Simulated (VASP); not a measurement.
# TaBr (F-43m) in VASP: further runs

Runs on TaBr. Level: PBE. Tasks: single point, relaxation of cell and atoms.

Everything below comes from runs of VASP 6.6.1. Logs are shortened: lines on timing, memory, paths and dates and some standing lists are left out, and cuts for length are marked.

### Step 1. The cell of the first run

Symmetry: F-43m, No. 216, cubic system. The conventional cell has a = 5.823 Å, b = 5.823 Å, c = 5.823 Å, α = 90.00°, β = 90.00°, γ = 90.00°. Ta (site symmetry -43m) has 4 Br at 2.52 Å within 3.3 Å. Br (site symmetry -43m) has 4 Ta at 2.52 Å within 3.3 Å.

### Step 2. Single point, PBE, collinear spin, ferromagnetic start

INCAR reads:

```
SYSTEM = TaBr
  PREC = Accurate
  ENCUT = 520
  EDIFF = 1E-7
  ISMEAR = 0
  SIGMA = 0.1
  LREAL = .False.
  LASPH = .True.
  NELM = 150
  ALGO = Normal
  ISIF = 2
  LWAVE = .False.
  LCHARG = .True.
  ISPIN = 2
  MAGMOM = 1 0
  LORBIT = 11
  LMAXMIX = 4
  GGA = PE
  LELF = .True.
  LVHAR = .True.
  NBANDS = 20
```

KPOINTS reads:

```
Automatic mesh
0
Gamma
  6 6 6
  0 0 0
```

POSCAR reads:

```
TaBr
1.0
    0.0000000000      2.9113910456      2.9113910456
    2.9113910456      0.0000000000      2.9113910456
    2.9113910456      2.9113910456      0.0000000000
Ta Br
1 1
Direct
    0.0000000000      0.0000000000      0.0000000000
    0.7500000000      0.7500000000      0.7500000000
```

Potentials or basis: VASP PAW PBE potentials, release 64 (Ta_pv, Br).

Run with:

```
> cat potpaw_PBE.64/Ta_pv/POTCAR potpaw_PBE.64/Br/POTCAR > POTCAR
> mpirun -np 1 vasp_std > vasp.out
```

OUTCAR:

```text
SYSTEM = TaBr
   PREC = Accurate
   ENCUT = 520
   EDIFF = 1E-7
   ISMEAR = 0
   LREAL = .False.
   LASPH = .True.
   NELM = 150
   ISIF = 2
   ISPIN = 2
   LORBIT = 11
   GGA = PE

 ion  position               nearest neighbor table
   1  0.000  0.000  0.000-   2 2.52   2 2.52   2 2.52   2 2.52
   2  0.750  0.750  0.750-   1 2.52   1 2.52   1 2.52   1 2.52

  LATTYP: Found a face centered cubic cell.
 ALAT       =     5.8227820912

  Lattice vectors:

 A1 = (   0.0000000000,   2.9113910456,   2.9113910456)
 A2 = (   2.9113910456,   0.0000000000,   2.9113910456)
 A3 = (   2.9113910456,   2.9113910456,   0.0000000000)

Analysis of symmetry for initial positions (statically):
=====================================================================
 Subroutine PRICEL returns:
 Original cell was already a primitive cell.

 Routine SETGRP: Setting up the symmetry group for a
 face centered cubic supercell.

 Subroutine GETGRP returns: Found 24 space group operations
 (whereof 24 operations were pure point group operations)
 out of a pool of 48 trial point group operations.

The static configuration has the point symmetry T_d .

Analysis of symmetry for dynamics (positions and initial velocities):
=====================================================================
 Subroutine PRICEL returns:
 Original cell was already a primitive cell.

 Routine SETGRP: Setting up the symmetry group for a
 face centered cubic supercell.

 Subroutine GETGRP returns: Found 24 space group operations
 (whereof 24 operations were pure point group operations)
 out of a pool of 48 trial point group operations.

The dynamic configuration has the point symmetry T_d .

Analysis of structural, dynamic, and magnetic symmetry:
=====================================================================
 Subroutine PRICEL returns:
 Original cell was already a primitive cell.

 Routine SETGRP: Setting up the symmetry group for a
 face centered cubic supercell.

 Subroutine GETGRP returns: Found 24 space group operations
 (whereof 24 operations were pure point group operations)
 out of a pool of 48 trial point group operations.

The overall configuration has the point symmetry T_d .

 Subroutine INISYM returns: Found 24 space group operations
 (whereof 24 operations are pure point group operations),
 and found     1 'primitive' translations

----------------------------------------------------------------------------------------

                                     Primitive cell

  volume of cell :      49.3551

  direct lattice vectors                    reciprocal lattice vectors
     0.000000000  2.911391046  2.911391046    -0.171739211  0.171739211  0.171739211
     2.911391046  0.000000000  2.911391046     0.171739211 -0.171739211  0.171739211
     2.911391046  2.911391046  0.000000000     0.171739211  0.171739211 -0.171739211

  length of vectors
     4.117328702  4.117328702  4.117328702     0.297461038  0.297461038  0.297461038

  position of ions in fractional coordinates (direct lattice)
     0.000000000  0.000000000  0.000000000
     0.750000000  0.750000000  0.750000000

  ion indices of the primitive-cell ions
   primitive index   ion index
                 1           1
                 2           2

----------------------------------------------------------------------------------------

 KPOINTS: Automatic mesh

Automatic generation of k-mesh.
 Grid dimensions read from file:
 generate k-points for:    6    6    6

 Generating k-lattice:

  Cartesian coordinates                     Fractional coordinates (reciprocal lattice)
    -0.028623202  0.028623202  0.028623202     0.166666667  0.000000000  0.000000000
     0.028623202 -0.028623202  0.028623202     0.000000000  0.166666667  0.000000000
     0.028623202  0.028623202 -0.028623202     0.000000000  0.000000000  0.166666667

  Length of vectors
     0.049576840  0.049576840  0.049576840

  Shift w.r.t. Gamma in fractional coordinates (k-lattice)
     0.000000000  0.000000000  0.000000000

 Subroutine IBZKPT returns following result:
 ===========================================

 Found     16 irreducible k-points:

 Following reciprocal coordinates:
            Coordinates               Weight
  0.000000  0.000000  0.000000      1.000000
  0.166667  0.000000  0.000000      8.000000
  0.333333  0.000000  0.000000      8.000000
  0.500000  0.000000  0.000000      4.000000
  0.166667  0.166667  0.000000      6.000000
  0.333333  0.166667  0.000000     24.000000
[... 8 lines left out ...]
 -0.333333  0.333333  0.166667     24.000000
 -0.333333  0.500000  0.166667     12.000000
   k-points           NKPTS =     16   k-points in BZ     NKDIM =     16   number of bands    NBANDS=     20
   number of dos      NEDOS =    301   number of ions     NIONS =      2
   total plane-waves  NPLWV =  32768
   dimension x,y,z NGX =    32 NGY =   32 NGZ =   32
   dimension x,y,z NGXF=    64 NGYF=   64 NGZF=   64
   ions per type =               1   1
   NGX,Y,Z   is equivalent  to a cutoff of  12.92, 12.92, 12.92 a.u.
   NGXF,Y,Z  is equivalent  to a cutoff of  25.84, 25.84, 25.84 a.u.
 SYSTEM =  TaBr
   PREC   = accura    normal or accurate (medium, high low for compatibility)
   ISTART =      0    job   : 0-new  1-cont  2-samecut
   ICHARG =      2    charge: 1-file 2-atom 10-const
   ISPIN  =      2    spin polarized calculation?
   LNONCOLLINEAR =      F non collinear calculations
   LSORBIT =      F    spin-orbit coupling
   LASPH  =      T    aspherical Exc in radial PAW
   ENCUT  =  520.0 eV  38.22 Ry    6.18 a.u.   7.66  7.66  7.66*2*pi/ulx,y,z
   NELM   =    150;   NELMIN=  2; NELMDL= -5     # of ELM steps
   EDIFF  = 0.1E-06   stopping-criterion for ELM
   LREAL  =      F    real-space projection
   EDIFFG = 0.1E-05   stopping-criterion for IOM
   NSW    =      0    number of steps for IOM
   IBRION =     -1    ionic relax: 0-MD 1-quasi-New 2-CG
   NFREE  =      0    steps in history (QN), initial steepest desc. (CG)
   ISIF   =      2    stress and relaxation
   ISYM   =      2    0-nonsym 1-usesym 2-fastsym
   POTIM  = 0.5000    time-step for ionic-motion
   TEBEG  =    0.0;   TEEND  =   0.0 temperature during run
   PSTRESS=    0.0 pullay stress
   NELECT =      18.0000    total number of electrons
   NUPDOWN=      -1.0000    fix difference up-down
   EMIN   =  10.00;   EMAX   =-10.00  energy-range for DOS
   EFERMI =   0.00;   METHOD = LEGACY
   ISMEAR =     0;   SIGMA  =   0.10  broadening in eV -4-tet -1-fermi 0-gaus
   EFERMI_NEDOS =   21; number of points for ismear=-14 and -15
   IALGO  =     38    algorithm
   IMIX   =      4    mixing-type and parameters
     AMIX     =   0.40;   BMIX     =  1.00
     AMIX_MAG =   1.60;   BMIX_MAG =  1.00
  volume/ion in A,a.u.               =      24.68       166.53
  Fermi-wavevector in a.u.,A,eV,Ry     =   1.169648  2.210314 18.613805  1.368076
  Thomas-Fermi vector in A             =   2.306118
   LORBIT       =     11    0 simple, 1 ext, 2 COOP (PROOUT), +10 PAW based schemes
   GGA     = PE    functional components
   LHFCALC =     F    Hartree Fock is set to
   AEXX    =    0.0000 exact exchange contribution
   IVDW    =     0    specifies the selected vdW correction
   LEPSILON=     F    determine dielectric tensor
   LRPA    =     F    only Hartree local field effects (RPA)
 spin polarized calculation
 Gauss-broadening in eV      SIGMA  =   0.10
  energy-cutoff  :      520.00
  volume of cell :       49.36
 maximum number of plane-waves:      1363
 NGX is ok and might be reduce to    32
   NGX = 15   NGY = 15   NGZ = 15

 number of electron      17.9999999 magnetization       0.0008090

 Free energy of the ion-electron system (eV)
  ---------------------------------------------------
  ext. energy  EPLUGINS =         0.00000000
  ---------------------------------------------------
  free energy    TOTEN  =       -10.50859894 eV

  energy without entropy =      -10.49839013  energy(sigma->0) =      -10.50349453

 E-fermi :   4.8880     XC(G=0): -10.0846

 val. band max:        4.8223753265   @ k =   0.1667   0.1667   0.0000
 cond. band min:       4.9126988389   @ k =   0.5000   0.0000   0.0000
 fundamental gap:      0.0903235125
 Fermi energy:         4.8879602457

 spin component 1

 k-point     1 :       0.0000    0.0000    0.0000
  band No.  band energies     occupation
      1     -30.2672      1.00000
      2     -30.2672      1.00000
      3     -30.2672      1.00000
      4     -13.9082      1.00000
      5      -2.1295      1.00000
      6      -2.1295      1.00000
[... 12 lines left out ...]
     19      17.2014      0.00000
     20      17.2014      0.00000

 k-point     2 :       0.1667    0.0000    0.0000
  band No.  band energies     occupation
      1     -30.2819      1.00000
      2     -30.2692      1.00000
      3     -30.2692      1.00000
      4     -13.8036      1.00000
      5      -2.4568      1.00000
      6      -2.0587      1.00000
[... 12 lines left out ...]
     19      16.5284      0.00000
     20      18.0065      0.00000

 k-point     3 :       0.3333    0.0000    0.0000
  band No.  band energies     occupation
      1     -30.3109      1.00000
      2     -30.2732      1.00000
      3     -30.2732      1.00000
      4     -13.5926      1.00000
      5      -2.8669      1.00000
      6      -1.9289      1.00000
[... 12 lines left out ...]
     19      16.4331      0.00000
     20      18.3245      0.00000

 k-point     4 :       0.5000    0.0000    0.0000
  band No.  band energies     occupation
      1     -30.3253      1.00000
      2     -30.2751      1.00000
      3     -30.2751      1.00000
      4     -13.4862      1.00000
      5      -2.9863      1.00000
      6      -1.8713      1.00000
[... 242 lines left out ...]
     19      17.2995      0.00000
     20      18.3236      0.00000

 k-point    15 :      -0.3333    0.3333    0.1667
  band No.  band energies     occupation
      1     -30.3196      1.00000
      2     -30.2924      1.00000
      3     -30.2819      1.00000
      4     -13.3810      1.00000
      5      -2.7196      1.00000
      6      -2.3219      1.00000
[... 12 lines left out ...]
     19      16.9733      0.00000
     20      18.3250      0.00000

 k-point    16 :      -0.3333    0.5000    0.1667
  band No.  band energies     occupation
      1     -30.3222      1.00000
      2     -30.2917      1.00000
      3     -30.2860      1.00000
      4     -13.3456      1.00000
      5      -2.9705      1.00000
      6      -2.0681      1.00000
[... 12 lines left out ...]
     19      16.6952      0.00000
     20      17.5827      0.00000
 Fermi energy:         4.8879602457

 spin component 2

 k-point     1 :       0.0000    0.0000    0.0000
  band No.  band energies     occupation
      1     -30.2669      1.00000
      2     -30.2669      1.00000
      3     -30.2669      1.00000
      4     -13.9082      1.00000
      5      -2.1295      1.00000
      6      -2.1295      1.00000
[... 12 lines left out ...]
     19      17.2015      0.00000
     20      17.2015      0.00000

 k-point     2 :       0.1667    0.0000    0.0000
  band No.  band energies     occupation
      1     -30.2816      1.00000
      2     -30.2689      1.00000
      3     -30.2689      1.00000
      4     -13.8036      1.00000
      5      -2.4567      1.00000
      6      -2.0586      1.00000
[... 12 lines left out ...]
     19      16.5286      0.00000
     20      18.0067      0.00000

 k-point     3 :       0.3333    0.0000    0.0000
  band No.  band energies     occupation
      1     -30.3106      1.00000
      2     -30.2728      1.00000
      3     -30.2728      1.00000
      4     -13.5926      1.00000
      5      -2.8668      1.00000
      6      -1.9288      1.00000
[... 12 lines left out ...]
     19      16.4333      0.00000
     20      18.3249      0.00000

 k-point     4 :       0.5000    0.0000    0.0000
  band No.  band energies     occupation
      1     -30.3250      1.00000
      2     -30.2748      1.00000
      3     -30.2748      1.00000
      4     -13.4862      1.00000
      5      -2.9862      1.00000
      6      -1.8712      1.00000
[... 245 lines left out ...]
 k-point    15 :      -0.3333    0.3333    0.1667
  band No.  band energies     occupation
      1     -30.3193      1.00000
      2     -30.2921      1.00000
      3     -30.2816      1.00000
      4     -13.3810      1.00000
      5      -2.7195      1.00000
      6      -2.3218      1.00000
[... 12 lines left out ...]
     19      16.9735      0.00000
     20      18.3548      0.00000

 k-point    16 :      -0.3333    0.5000    0.1667
  band No.  band energies     occupation
      1     -30.3219      1.00000
      2     -30.2914      1.00000
      3     -30.2857      1.00000
      4     -13.3456      1.00000
      5      -2.9704      1.00000
      6      -2.0680      1.00000
[... 12 lines left out ...]
     19      16.6954      0.00000
     20      17.5829      0.00000

------------------------ aborting loop because EDIFF is reached ----------------------------------------

  FORCE on cell =-STRESS in cart. coord.  units (eV):
  Direction    XX          YY          ZZ          XY          YZ          ZX
  --------------------------------------------------------------------------------------
  -------------------------------------------------------------------------------------
  Total        0.0275733      0.0275733      0.0275733     -0.0000000     -0.0000000     -0.0000000
  in kB        0.8950913      0.8950913      0.8950913     -0.0000000     -0.0000000     -0.0000000
  external PRESSURE =       0.8950913 kB  Pullay stress =       0.0000000 kB

 VOLUME and BASIS-vectors are now :
 -----------------------------------------------------------------------------
  energy-cutoff  :      520.00
  volume of cell :       49.36
      direct lattice vectors                 reciprocal lattice vectors
     0.000000000  2.911391046  2.911391046    -0.171739211  0.171739211  0.171739211
     2.911391046  0.000000000  2.911391046     0.171739211 -0.171739211  0.171739211
     2.911391046  2.911391046  0.000000000     0.171739211  0.171739211 -0.171739211

 POSITION                                       TOTAL-FORCE (eV/Angst)
 -----------------------------------------------------------------------------------
      0.00000      0.00000      0.00000         0.000000      0.000000      0.000000
      4.36709      4.36709      4.36709        -0.000000     -0.000000     -0.000000
 -----------------------------------------------------------------------------------
    total drift:                                0.000000      0.000000      0.000000

  FREE ENERGIE OF THE ION-ELECTRON SYSTEM (eV)
  ---------------------------------------------------
  free  energy   TOTEN  =       -10.5085989370 eV

  energy  without entropy=      -10.4983901321  energy(sigma->0) =      -10.50349453

 total charge

# of ion       s       p       d       tot
------------------------------------------
    1        0.243   6.071   2.522   8.837
    2        1.599   3.189   0.200   4.988
--------------------------------------------------
tot          1.843   9.260   2.722  13.825

 magnetization (x)

# of ion       s       p       d       tot
------------------------------------------
    1        0.000   0.000   0.000   0.000
    2       -0.000  -0.000   0.000  -0.000
--------------------------------------------------
tot          0.000  -0.000   0.000   0.000
```

It took 46 s on 1 thread of Intel Xeon 6975P-C, shared host; peak memory 0.21 GiB.

Results:

```yaml
Free_energy: -10.5086 eV
Pressure: 0.1 GPa
Band_gap_on_the_k_mesh: zero (filled and empty bands overlap)
Net_moment: 0.00 μB per cell
Valence_electrons_inside_the_program's_atomic_spheres: Ta 8.84; Br 4.99
```

Levels at points of the mesh, in eV from the Fermi level:
Spin up:
```
           k point  band 7  band 8  band 9  band 10  band 11  band 12
(0.00, 0.00, 0.00)   -7.02   -1.54   -0.31    -0.31     3.34     3.34
(0.50, 0.00, 0.00)   -6.76   -0.26    0.02     0.02     1.53     1.66
(0.50, 0.50, 0.00)   -6.45   -1.77   -0.68     0.83     0.98     0.98
```
Spin down:
| k point | band 7 | band 8 | band 9 | band 10 | band 11 | band 12 |
| --- | --- | --- | --- | --- | --- | --- |
| (0.00, 0.00, 0.00) | -7.02 | -1.54 | -0.31 | -0.31 | 3.34 | 3.34 |
| (0.50, 0.00, 0.00) | -6.76 | -0.26 | 0.03 | 0.03 | 1.53 | 1.66 |
| (0.50, 0.50, 0.00) | -6.45 | -1.77 | -0.68 | 0.83 | 0.98 | 0.98 |

Caveat: spin-orbit coupling is left out, which moves the levels of the heavy elements.

### Step 3. Single point, PBE, collinear spin, ferromagnetic start

This run uses another cell than the first one, of 28.34 Å³/atom, 1.149 times its volume.

INCAR reads:

```
PREC = Accurate
ENCUT = 520
EDIFF = 1E-6
ISMEAR = 0
SIGMA = 0.1
LREAL = False
LASPH = True
NELM = 150
ALGO = Normal
ISIF = 2
LWAVE = False
LCHARG = False
ISPIN = 2
MAGMOM = 1 0
LORBIT = 11
LMAXMIX = 4
GGA = PE
NBANDS = 20
```

KPOINTS reads:

```
Automatic mesh
0
Gamma
  6 6 6
```

POSCAR reads:

```
TaBr
1.0
    0.0000000000      3.0490005200      3.0490005200
    3.0490005200      0.0000000000      3.0490005200
    3.0490005200      3.0490005200      0.0000000000
Ta Br
1 1
Direct
    0.0000000000      0.0000000000      0.0000000000
    0.7500000000      0.7500000000      0.7500000000
```

Potentials or basis: VASP PAW PBE potentials, release 64 (Ta_pv, Br).

Run with:

```
> cat potpaw_PBE.64/Ta_pv/POTCAR potpaw_PBE.64/Br/POTCAR > POTCAR
> mpirun -np 1 vasp_std > vasp.out
```

Wall time 57 s (1 thread of Intel Xeon 6975P-C, shared host); peak memory 0.21 GiB.

It converged, with:

```yaml
Free_energy: -10.3498 eV
Pressure: -6.2 GPa
Net_moment: 1.72 μB per cell
Site_moments: Ta +1.14; Br +0.01 μB
Valence_electrons_inside_the_program's_atomic_spheres: Ta 8.70; Br 4.89
```

Levels at points of the mesh, in eV from the Fermi level:
Spin up:
```csv
k point,band 7,band 8,band 9,band 10,band 11,band 12,band 13,band 14
"(0.00, 0.00, 0.00)",-6.74,-2.15,-0.88,-0.88,2.43,2.43,2.43,5.12
"(0.50, 0.00, 0.00)",-6.56,-0.61,-0.61,-0.55,0.72,1.07,1.07,4.71
"(0.50, 0.50, 0.00)",-6.36,-1.70,-1.22,-0.05,0.50,0.50,3.83,4.03
```
Spin down:
```
           k point  band 4  band 5  band 6  band 7  band 8  band 9  band 10  band 11  band 12  band 13
(0.00, 0.00, 0.00)  -18.38   -6.55   -6.55   -6.55   -1.57    0.47     0.47     2.91     2.91     2.91
(0.50, 0.00, 0.00)  -18.12   -7.35   -6.37   -6.37    0.03    0.70     0.70     1.35     1.61     1.61
(0.50, 0.50, 0.00)  -18.03   -7.55   -6.22   -6.22   -1.24   -0.04     1.12     1.12     1.47     4.39
```

Caveat: spin-orbit coupling is left out, which moves the levels of the heavy elements.

(Continued in part 2 of 2.)
